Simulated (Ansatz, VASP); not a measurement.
## Ti4C3 in VASP and in Ansatz

```
Ti C
1.0
     2.32871    1.34448    5.19328
    -2.32871    1.34448    5.19328
     0.00000   -2.68897    5.19328
Ti C
4 3
Direct
  0.50000 0.50000 0.50000
  0.50000 0.50000 0.00000
  0.00000 0.50000 0.50000
  0.50000 0.00000 0.50000
  0.00000 0.00000 0.00000
  0.08791 0.08791 0.08791
  0.91209 0.91209 0.91209
```

Alike in both runs: functional PBE; k mesh 4 × 4 × 4; occupations gaussian, width 0.2 eV; no spin polarisation.

Ansatz relaxed the structure, and its values are those at the end. VASP's run is a single point on that final structure, the one shown.

|  | VASP | Ansatz |
| --- | --- | --- |
| version | VASP 6.6.1 | Ansatz 0.2.0 |
| potentials or method | VASP PAW PBE potentials, release 64 (Ti_sv, C), cutoff 600 eV | scalar-relativistic, plane waves, PAW |
| valence electrons in the cell | 60 | 60 |

Ansatz gave:

```
gap on the k mesh at the Fermi level (eV) : none
pressure (GPa)                            : 0.2
rms of the force components (eV/Å)        : 0.003
```

Task: Estimate VASP's values.

Result: gap on the k mesh at the Fermi level (eV): none; pressure (GPa): 0.3; rms of the force components (eV/Å): 0.016.

A gap of «none» marks a metal or a gap that the smearing closes. With one functional, cell and mesh, what is left measures potentials, basis and numerics.

The k mesh is coarse, so the values compare programs but aren't converged.
